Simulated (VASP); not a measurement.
Crystal: Fe.

```
CELL_PARAMETERS angstrom
-1.43900 1.43900 1.43900
1.43900 -1.43900 1.43900
1.43900 1.43900 -1.43900
ATOMIC_POSITIONS crystal
Fe 0.00000 0.00000 0.00000
```

* Program: VASP 6.6.1
* Task: relaxation of cell and atoms
* Functional: PBE
* Potentials or basis: VASP PAW PBE potentials, release 64 (Fe)
* Cutoff: 600 eV
* k mesh: 20 × 20 × 20
* Occupations: gaussian, width 0.1 eV
* Spin: collinear spin, ferromagnetic start
* Starting moments: [2.66] μB

At the start: pressure -8.2 GPa; volume 11.92 Å³/atom.

**Question.** Where does the relaxation end?

**Answer.** Over 5 steps the energy falls by 15.1 meV/atom and the volume is 11.36 Å³/atom (-4.7 %); space group Im-3m (No. 229, to 0.1 Å) before and after; moment 2.20 μB per cell.

Step by step:
```csv
step,energy change (eV),largest force (eV/Å),pressure (GPa),volume (Å³)
1,0.0000,0.0000,-8.21,11.92
2,-0.0044,0.0000,8.03,10.90
3,-0.0151,0.0000,0.17,11.35
4,-0.0151,0.0000,-0.20,11.36
5,-0.0151,0.0000,0.02,11.36
```

Final structure:
```
CELL_PARAMETERS angstrom
-1.41613 1.41613 1.41613
1.41613 -1.41613 1.41613
1.41613 1.41613 -1.41613
ATOMIC_POSITIONS crystal
Fe 0.00000 0.00000 0.00000
```
